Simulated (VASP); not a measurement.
Input of a VASP 6.6.1 run:

File INCAR:

```
ALGO = Normal ; EDIFF = 1E-6
ENCUT = 520 ; GGA = PE
ISIF = 2 ; ISMEAR = 0
LASPH = True ; LCHARG = True
LELF = True ; LREAL = False
LVHAR = True ; LWAVE = False
NBANDS = 40 ; NELM = 80
PREC = Accurate ; SIGMA = 0.1
```

The input KPOINTS:

```
k-points
0
Gamma
  2 2 2
```

Contents of POSCAR:

```
W3N4
1.0
    4.1220000000      0.0000000000      0.0000000000
    0.0000000000      4.1220000000      0.0000000000
    0.0000000000      0.0000000000      4.1220000000
W N
3 4
Direct
    0.5000000000      0.5000000000      0.0000000000
    0.0000000000      0.5000000000      0.5000000000
    0.5000000000      0.0000000000      0.5000000000
    0.5000000000      0.5000000000      0.5000000000
    0.5000000000      0.0000000000      0.0000000000
    0.0000000000      0.5000000000      0.0000000000
    0.0000000000      0.0000000000      0.5000000000
```

Potentials or basis: VASP PAW PBE potentials, release 64 (W_sv, N).

Run with:

```sh
$ cat potpaw_PBE.64/W_sv/POTCAR potpaw_PBE.64/N/POTCAR > POTCAR
$ mpirun -np 1 vasp_std > vasp.out
```

Question: Predict the pressure.

Answer: 36.4 GPa.

Question: Predict the band gap on the k mesh.

Answer: Zero (band 31 reaches 12.92 eV, above the bottom of band 32 at 10.76 eV).

Caveat: the k points lie up to 0.76 Å⁻¹ apart; spin-orbit coupling is left out, which moves the levels of the heavy elements.
